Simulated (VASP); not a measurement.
# WS2 in VASP: further runs, part 2 of 2

VASP 6.6.1.

## Step 4: Single point, r2SCAN

This run uses another cell than the first one, of 49.59 Å³/atom, 1.042 times its volume.

POSCAR reads:

```
WS2
1.0
    3.1835163552      0.0000000000      0.0000000000
   -1.5917581776      2.7570060369      0.0000000000
    0.0000000000      0.0000000000     16.9505778900
W S
1 2
Direct
    0.0000000000      0.0000000000      0.0000000000
    0.3333333333      0.6666666667      0.0920005100
    0.3333333333      0.6666666667      0.9079994900
```

INCAR.step1 reads:

```
SYSTEM = WS2
  ALGO = Normal
  EDIFF = 1E-4
  ENCUT = 520
  GGA = PE
  ISMEAR = -1
  LASPH = .TRUE.
  LCHARG = .FALSE.
  LREAL = .FALSE.
  LWAVE = .TRUE.
  NBANDS = 20
  NELM = 80
  PREC = Accurate
  SIGMA = 0.05
```

INCAR.step2 reads:

```
SYSTEM = WS2
  ALGO = Normal
  EDIFF = 1E-7
  ENCUT = 520
  ISIF = 2
  ISMEAR = -1
  ISTART = 1
  LASPH = .TRUE.
  LCHARG = .FALSE.
  LMIXTAU = .TRUE.
  LREAL = .FALSE.
  LWAVE = .FALSE.
  METAGGA = R2SCAN
  NBANDS = 20
  NELM = 80
  PREC = Accurate
  SIGMA = 0.05
```

KPOINTS reads:

```
k-points
0
G
  10 10 2
  0 0 0
```

On the command line:

```
> cat potpaw_PBE.64/W_sv/POTCAR potpaw_PBE.64/S/POTCAR > POTCAR
> cp INCAR.step1 INCAR
> mpirun -np 1 vasp_std > vasp.out
> cp INCAR.step2 INCAR
> mpirun -np 1 vasp_std > vasp.out
```

Run time: 2.7 min. Hardware: 1 thread of Intel Xeon 6975P-C (Granite Rapids), shared host; peak memory 0.31 GiB.

Results (log left out):

```
Free energy            : -70.0410 eV
Largest force          : 0.004 eV/Å
Band gap on the k mesh : 2.10 eV, indirect (least direct gap 2.28 eV)
```

Forces in eV/Å, atoms in the order of the input:
```
W    0.000  0.000  0.000
S    0.000  0.000 -0.004
S    0.000  0.000  0.004
```

Levels at points of the mesh, in eV from the valence-band top:
```csv
k point,band 10,band 11,band 12,band 13,band 14,band 15,band 16,band 17
"(0.00, 0.00, 0.00)",-2.22,-1.79,-1.79,0.00,3.06,3.06,3.22,3.22
"(0.50, 0.00, 0.00)",-3.64,-2.27,-1.44,-0.99,2.99,3.46,4.40,4.99
"(0.00, 0.00, 0.50)",-2.22,-1.79,-1.79,0.00,3.06,3.06,3.22,3.22
"(0.50, 0.00, 0.50)",-3.64,-2.27,-1.44,-0.99,2.99,3.46,4.40,4.99
```

Caveat: the PAW data sets were made with another functional, which shifts forces and pressure a little; spin-orbit coupling is left out, which moves the levels of the heavy elements.

## Step 5: Single point, r2SCAN

This run uses another cell than the first one, of 50.58 Å³/atom, 1.062 times its volume.

POSCAR reads:

```
WS2
1.0
    3.2045998594      0.0000000000      0.0000000000
   -1.6022999297      2.7752648871      0.0000000000
    0.0000000000      0.0000000000     17.0628366442
W S
1 2
Direct
    0.0000000000      0.0000000000      0.0000000000
    0.3333333333      0.6666666667      0.0920005100
    0.3333333333      0.6666666667      0.9079994900
```

INCAR.step1 reads:

```
  ALGO = Normal
  EDIFF = 1E-4
  ENCUT = 520
  GGA = PE
  ISMEAR = -1
  LASPH = T
  LCHARG = F
  LREAL = F
  LWAVE = T
  NBANDS = 20
  NELM = 60
  PREC = Accurate
  SIGMA = 0.05
```

INCAR.step2 reads:

```
  ALGO = Normal
  EDIFF = 1E-7
  ENCUT = 520
  ISIF = 2
  ISMEAR = -1
  ISTART = 1
  LASPH = T
  LCHARG = T
  LELF = T
  LMIXTAU = T
  LREAL = F
  LVHAR = T
  LWAVE = F
  METAGGA = R2SCAN
  NBANDS = 20
  NELM = 60
  PREC = Accurate
  SIGMA = 0.05
```

KPOINTS reads:

```
k-points
0
Gamma
  10 10 2
```

On the command line:

```
> cat potpaw_PBE.64/W_sv/POTCAR potpaw_PBE.64/S/POTCAR > POTCAR
> cp INCAR.step1 INCAR
> mpirun -np 1 vasp_std > vasp.out
> cp INCAR.step2 INCAR
> mpirun -np 1 vasp_std > vasp.out
```

Wall time 3.1 min (1 thread of Intel Xeon 6975P-C (Granite Rapids), shared host); peak memory 0.32 GiB.

Results (log left out):

| Item | Value |
| --- | --- |
| Free energy | -70.0301 eV |
| Largest force | 0.354 eV/Å |
| Band gap on the k mesh | 2.04 eV, indirect (least direct gap 2.22 eV) |

Forces on the atoms (eV/Å):
```
W    0.000  0.000  0.000
S    0.000  0.000 -0.354
S    0.000  0.000  0.354
```

Levels at points of the mesh, in eV from the valence-band top:
```csv
k point,band 11,band 12,band 13,band 14,band 15,band 16
"(0.00, 0.00, 0.00)",-1.77,-1.77,0.00,2.99,2.99,3.12
"(0.50, 0.00, 0.00)",-2.26,-1.45,-0.98,2.90,3.35,4.33
"(0.00, 0.00, 0.50)",-1.77,-1.77,0.00,2.99,2.99,3.12
"(0.50, 0.00, 0.50)",-2.26,-1.45,-0.98,2.90,3.35,4.33
```

Caveat: the PAW data sets were made with another functional, which shifts forces and pressure a little; spin-orbit coupling is left out, which moves the levels of the heavy elements.

## Step 6: Single point, r2SCAN

This run uses another cell than the first one, of 51.58 Å³/atom, 1.083 times its volume.

POSCAR reads:

```
WS2
1.0
    3.2254095325      0.0000000000      0.0000000000
   -1.6127047662      2.7932865927      0.0000000000
    0.0000000000      0.0000000000     17.1736373894
W S
1 2
Direct
    0.0000000000      0.0000000000      0.0000000000
    0.3333333333      0.6666666667      0.0920005100
    0.3333333333      0.6666666667      0.9079994900
```

INCAR.step1 reads:

```
PREC     = Accurate       # precision mode
ENCUT    = 520            # plane-wave cutoff, eV
ISMEAR   = -1             # smearing method
SIGMA    = 0.05           # smearing width, eV
LREAL    = False          # projectors in reciprocal space
LASPH    = True           # aspherical terms in the spheres
NELM     = 60             # most SCF steps
NBANDS   = 20             # bands
GGA      = PE             # functional
ALGO     = Normal         # electronic algorithm
EDIFF    = 1E-4           # SCF threshold, eV
LWAVE    = True           # write WAVECAR
LCHARG   = False          # write CHGCAR
```

INCAR.step2 reads:

```
PREC     = Accurate       # precision mode
ENCUT    = 520            # plane-wave cutoff, eV
EDIFF    = 1E-6           # SCF threshold, eV
ISMEAR   = -1             # smearing method
SIGMA    = 0.05           # smearing width, eV
LREAL    = False          # projectors in reciprocal space
LASPH    = True           # aspherical terms in the spheres
NELM     = 60             # most SCF steps
ALGO     = Normal         # electronic algorithm
ISIF     = 2              # what is computed and relaxed
LWAVE    = False          # write WAVECAR
LCHARG   = True           # write CHGCAR
METAGGA  = R2SCAN         # meta-GGA
LMIXTAU  = True         
LELF     = True           # ELF
LVHAR    = True         
NBANDS   = 20             # bands
ISTART   = 1
```

KPOINTS reads:

```
Automatic mesh
0
Gamma
  10 10 2
```

Potentials or basis: VASP PAW PBE potentials, release 64 (W_sv, S).

On the command line:

```
> cat potpaw_PBE.64/W_sv/POTCAR potpaw_PBE.64/S/POTCAR > POTCAR
> cp INCAR.step1 INCAR
> mpirun -np 1 vasp_std > vasp.out
> cp INCAR.step2 INCAR
> mpirun -np 1 vasp_std > vasp.out
```

Wall time 2.8 min (1 thread of Intel Xeon 6975P-C (Granite Rapids), shared host); peak memory 0.32 GiB.

The run converged. Its results:

* Free energy: -69.9992 eV
* Largest force: 0.681 eV/Å
* Band gap on the k mesh: 1.98 eV, indirect (least direct gap 2.16 eV)

Forces on the atoms (eV/Å):
```
W    0.000  0.000  0.000
S    0.000  0.000 -0.681
S    0.000  0.000  0.681
```

Levels at points of the mesh, in eV from the valence-band top:
```csv
k point,band 9,band 10,band 11,band 12,band 13,band 14,band 15,band 16,band 17,band 18
"(0.00, 0.00, 0.00)",-2.97,-2.18,-1.76,-1.76,0.00,2.92,2.92,3.03,3.03,5.40
"(0.50, 0.00, 0.00)",-4.51,-3.52,-2.25,-1.46,-0.96,2.81,3.25,4.25,4.74,5.40
"(0.00, 0.00, 0.50)",-2.97,-2.18,-1.76,-1.76,0.00,2.92,2.92,3.03,3.03,5.43
"(0.50, 0.00, 0.50)",-4.51,-3.52,-2.25,-1.46,-0.96,2.81,3.25,4.25,4.74,5.40
```

Caveat: the PAW data sets were made with another functional, which shifts forces and pressure a little; spin-orbit coupling is left out, which moves the levels of the heavy elements.

## Step 7: The runs side by side

```tsv
cell	gap on the mesh (eV)	largest force (eV/Å)
a = 3.140, b = 3.140, c = 16.721 Å, angles 90.0, 90.0, 120.0°, 3 atoms	2.23	0.79
a = 3.162, b = 3.162, c = 16.837 Å, angles 90.0, 90.0, 120.0°, 3 atoms	2.17	0.38
a = 3.184, b = 3.184, c = 16.951 Å, angles 90.0, 90.0, 120.0°, 3 atoms	2.10	-
a = 3.205, b = 3.205, c = 17.063 Å, angles 90.0, 90.0, 120.0°, 3 atoms	2.04	0.35
a = 3.225, b = 3.225, c = 17.174 Å, angles 90.0, 90.0, 120.0°, 3 atoms	1.98	0.68
```

Alike in all rows: task single point; level r2SCAN; potentials or basis VASP PAW PBE potentials, release 64 (W_sv, S); no spin polarisation; k mesh 10 × 10 × 2; cutoff (eV) 520; smearing fermi-dirac 0.05 eV.

Caveats: the PAW data sets were made with another functional, which shifts forces and pressure a little; spin-orbit coupling is left out, which moves the levels of the heavy elements.

Total energies depend on the potentials used, so only differences within one code and one set of settings carry meaning.
